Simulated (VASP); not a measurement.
# CdSe (F-43m) in VASP: single point with HSE06

Aim: the single point of CdSe with HSE06.

All numbers are computed with VASP 6.6.1; they aren't measurements. Logs are shortened: lines on timing, memory, paths and dates and some standing lists are left out, and cuts for length are marked.

## Step 1: The cell of the first run

It takes space group F-43m (No. 216, cubic). The conventional cell has a = 6.013 Å, b = 6.013 Å, c = 6.013 Å, α = 90.00°, β = 90.00°, γ = 90.00°. Within 3.4 Å of Cd (site symmetry -43m) lie 4 Se at 2.60 Å. Within 3.4 Å of Se (site symmetry -43m) lie 4 Cd at 2.60 Å.

## Step 2: Single point, HSE06 (strain -2.0%)

The input, POSCAR:

```
CdSe
1.0
    0.0000000000      3.0064253461      3.0064253461
    3.0064253461      0.0000000000      3.0064253461
    3.0064253461      3.0064253461      0.0000000000
Cd Se
1 1
Direct
    0.0000000000      0.0000000000      0.0000000000
    0.2500000000      0.2500000000      0.2500000000
```

The input, INCAR.step1:

```
SYSTEM = CdSe
PREC     = Accurate       ! precision mode
ENCUT    = 520            ! plane-wave cutoff, eV
EDIFF    = 1E-5           ! SCF threshold, eV
ISMEAR   = 0              ! smearing method
SIGMA    = 0.01           ! smearing width, eV
LREAL    = .False.        ! projectors in reciprocal space
LASPH    = .True.         ! aspherical terms in the spheres
NELM     = 60             ! most SCF steps
ALGO     = Normal         ! electronic algorithm
ISIF     = 2              ! what is computed and relaxed
LWAVE    = .True.         ! write WAVECAR
LCHARG   = .False.        ! write CHGCAR
NBANDS   = 16             ! bands
GGA      = PE             ! functional
```

The input, INCAR.step2:

```
SYSTEM = CdSe
PREC     = Accurate       ! precision mode
ENCUT    = 520            ! plane-wave cutoff, eV
EDIFF    = 1E-6           ! SCF threshold, eV
ISMEAR   = 0              ! smearing method
SIGMA    = 0.01           ! smearing width, eV
LREAL    = .False.        ! projectors in reciprocal space
LASPH    = .True.         ! aspherical terms in the spheres
NELM     = 60             ! most SCF steps
ALGO     = Normal         ! electronic algorithm
ISIF     = 2              ! what is computed and relaxed
LWAVE    = .False.        ! write WAVECAR
LCHARG   = .False.        ! write CHGCAR
GGA      = PE             ! functional
LHFCALC  = .True.         ! exact exchange
HFSCREEN = 0.2079         ! screening, 1/A
PRECFOCK = Normal       
NBANDS   = 16             ! bands
ISTART   = 1
```

The input, KPOINTS:

```
regular mesh
0
Gamma
  6 6 6
  0 0 0
```

Potentials or basis: VASP PAW PBE potentials, release 64 (Cd, Se).

Started as:

```sh
$ cat potpaw_PBE.64/Cd/POTCAR potpaw_PBE.64/Se/POTCAR > POTCAR
$ cp INCAR.step1 INCAR
$ mpirun -np 1 vasp_std > vasp.out
$ cp INCAR.step2 INCAR
$ mpirun -np 1 vasp_std > vasp.out
```

OUTCAR:

```text
SYSTEM = CdSe
   PREC = Accurate
   ENCUT = 520
   EDIFF = 1E-6
   ISMEAR = 0
   LREAL = .False.
   LASPH = .True.
   NELM = 60
   ISIF = 2
   GGA = PE
   LHFCALC = .True.
   HFSCREEN = 0.2079
   PRECFOCK = Normal
   ISTART = 1

 ion  position               nearest neighbor table
   1  0.000  0.000  0.000-   2 2.60   2 2.60   2 2.60   2 2.60
   2  0.250  0.250  0.250-   1 2.60   1 2.60   1 2.60   1 2.60

  LATTYP: Found a face centered cubic cell.
 ALAT       =     6.0128506922

  Lattice vectors:

 A1 = (   0.0000000000,   3.0064253461,   3.0064253461)
 A2 = (   3.0064253461,   0.0000000000,   3.0064253461)
 A3 = (   3.0064253461,   3.0064253461,   0.0000000000)

Analysis of symmetry for initial positions (statically):
=====================================================================
 Subroutine PRICEL returns:
 Original cell was already a primitive cell.

 Routine SETGRP: Setting up the symmetry group for a
 face centered cubic supercell.

 Subroutine GETGRP returns: Found 24 space group operations
 (whereof 24 operations were pure point group operations)
 out of a pool of 48 trial point group operations.

The static configuration has the point symmetry T_d .

Analysis of symmetry for dynamics (positions and initial velocities):
=====================================================================
 Subroutine PRICEL returns:
 Original cell was already a primitive cell.

 Routine SETGRP: Setting up the symmetry group for a
 face centered cubic supercell.

 Subroutine GETGRP returns: Found 24 space group operations
 (whereof 24 operations were pure point group operations)
 out of a pool of 48 trial point group operations.

The dynamic configuration has the point symmetry T_d .

 Subroutine INISYM returns: Found 24 space group operations
 (whereof 24 operations are pure point group operations),
 and found     1 'primitive' translations

----------------------------------------------------------------------------------------

                                     Primitive cell

  volume of cell :      54.3477

  direct lattice vectors                    reciprocal lattice vectors
     0.000000000  3.006425346  3.006425346    -0.166310466  0.166310466  0.166310466
     3.006425346  0.000000000  3.006425346     0.166310466 -0.166310466  0.166310466
     3.006425346  3.006425346  0.000000000     0.166310466  0.166310466 -0.166310466

  length of vectors
     4.251727499  4.251727499  4.251727499     0.288058177  0.288058177  0.288058177
[... 79 lines left out ...]
   ISYM   =      3    0-nonsym 1-usesym 2-fastsym
   POTIM  = 0.5000    time-step for ionic-motion
   TEBEG  =    0.0;   TEEND  =   0.0 temperature during run
   PSTRESS=    0.0 pullay stress
   NELECT =      18.0000    total number of electrons
   NUPDOWN=      -1.0000    fix difference up-down
   EMIN   =  10.00;   EMAX   =-10.00  energy-range for DOS
   EFERMI =   0.00;   METHOD = LEGACY
   ISMEAR =     0;   SIGMA  =   0.01  broadening in eV -4-tet -1-fermi 0-gaus
   EFERMI_NEDOS =   21; number of points for ismear=-14 and -15
   IALGO  =     38    algorithm
   IMIX   =      1    mixing-type and parameters
     AMIX     =   0.40;   BMIX     =  1.00
     AMIX_MAG =   1.60;   BMIX_MAG =  1.00
  volume/ion in A,a.u.               =      27.17       183.38
  Fermi-wavevector in a.u.,A,eV,Ry     =   1.132675  2.140445 17.455625  1.282952
  Thomas-Fermi vector in A             =   2.269376
   LORBIT       =      0    0 simple, 1 ext, 2 COOP (PROOUT), +10 PAW based schemes
   GGA     = PE    functional components
   LHFCALC =     T    Hartree Fock is set to
   PRECFOCK=normal    Normal, Fast or Accurate (Low or Medium for compatibility)
   ENCUT4O =  -1.0   cutoff for four orbital integrals eV
   NKREDX  =     1    reduce k-point grid by
   NKREDY  =     1    reduce k-point grid by
   NKREDZ  =     1    reduce k-point grid by
   AEXX    =    0.2500 exact exchange contribution
   HFSCREEN=    0.2079 screening length (either q_TF or 0.3 A-1)
   HFSCREENC=   0.2079 screening length for correlation (either q_TF or 0.3 A-1)
   ENCUTFOCK=  -1.0 apply spherical cutoff to Coloumb kernel
   IVDW    =     0    specifies the selected vdW correction
   LEPSILON=     F    determine dielectric tensor
   LRPA    =     F    only Hartree local field effects (RPA)
 non-spin polarized calculation
 Gauss-broadening in eV      SIGMA  =   0.01
  energy-cutoff  :      520.00
  volume of cell :       54.35
 maximum number of plane-waves:      1484
  NGX = 24; NGY = 24; NGZ = 24

 number of electron      17.9999992 magnetization

 Free energy of the ion-electron system (eV)
  ---------------------------------------------------
  ext. energy  EPLUGINS =         0.00000000
  ---------------------------------------------------
  free energy    TOTEN  =        -6.80184274 eV

  energy without entropy =       -6.80184274  energy(sigma->0) =       -6.80184274

 E-fermi :   0.6735     XC(G=0):  -7.5150

 val. band max:        0.6202127195   @ k =   0.0000   0.0000   0.0000
 cond. band min:       2.2561206089   @ k =   0.0000   0.0000   0.0000
 fundamental gap:      1.6359078894
 Fermi energy:         0.6735152753

 k-point     1 :       0.0000    0.0000    0.0000
  band No.  band energies     occupation
      1     -13.2964      2.00000
      2      -8.6230      2.00000
      3      -8.6230      2.00000
      4      -8.6230      2.00000
      5      -8.2074      2.00000
      6      -8.2074      2.00000
[... 281 lines left out ...]
      3      -8.3985      2.00000
      4      -8.2801      2.00000
      5      -8.1790      2.00000
      6      -7.6440      2.00000
[... 8 lines left out ...]
     15      14.8346      0.00000
     16      15.0671      0.00000

------------------------ aborting loop because EDIFF is reached ----------------------------------------

  FORCE on cell =-STRESS in cart. coord.  units (eV):
  Direction    XX          YY          ZZ          XY          YZ          ZX
  --------------------------------------------------------------------------------------
  -------------------------------------------------------------------------------------
  Total        1.3586089      1.3586089      1.3586089      0.0000000     -0.0000000      0.0000000
  in kB       40.0519590     40.0519590     40.0519590      0.0000000     -0.0000000      0.0000000
  external PRESSURE =      40.0519590 kB  Pullay stress =       0.0000000 kB

 VOLUME and BASIS-vectors are now :
 -----------------------------------------------------------------------------
  energy-cutoff  :      520.00
  volume of cell :       54.35
      direct lattice vectors                 reciprocal lattice vectors
     0.000000000  3.006425346  3.006425346    -0.166310466  0.166310466  0.166310466
     3.006425346  0.000000000  3.006425346     0.166310466 -0.166310466  0.166310466
     3.006425346  3.006425346  0.000000000     0.166310466  0.166310466 -0.166310466

 POSITION                                       TOTAL-FORCE (eV/Angst)
 -----------------------------------------------------------------------------------
      0.00000      0.00000      0.00000         0.000000     -0.000000      0.000000
      1.50321      1.50321      1.50321        -0.000000      0.000000     -0.000000
 -----------------------------------------------------------------------------------
    total drift:                                0.000049      0.000044      0.000032

  FREE ENERGIE OF THE ION-ELECTRON SYSTEM (eV)
  ---------------------------------------------------
  free  energy   TOTEN  =        -6.8018427368 eV

  energy  without entropy=       -6.8018427368  energy(sigma->0) =       -6.80184274
```

OUTCAR.step1:

```text
SYSTEM = CdSe
   PREC = Accurate
   ENCUT = 520
   EDIFF = 1E-5
   ISMEAR = 0
   LREAL = .False.
   LASPH = .True.
[... 514 lines left out ...]
      0.00000      0.00000      0.00000        -0.000000     -0.000000     -0.000000
      1.50321      1.50321      1.50321         0.000000      0.000000      0.000000
 -----------------------------------------------------------------------------------
    total drift:                               -0.000000     -0.000000     -0.000000

  FREE ENERGIE OF THE ION-ELECTRON SYSTEM (eV)
  ---------------------------------------------------
  free  energy   TOTEN  =        -5.4122061049 eV

  energy  without entropy=       -5.4122061049  energy(sigma->0) =       -5.41220610
```

Run time: 41 min. Hardware: 1 thread of Intel Xeon Platinum 8259CL at 2.50GHz (Skylake/Cascade Lake), shared host; peak memory 0.31 GiB.

What came out:

```
Free energy            : -6.8018 eV
Pressure               : 4.0 GPa
Band gap on the k mesh : 1.64 eV
```

Caveat: the cell differs from its parent crystal (strain -2.0%); the cell stands under pressure; the structure was generated, so it needn't be the stable form of CdSe; the PAW data sets were made with another functional, which shifts forces and pressure a little.
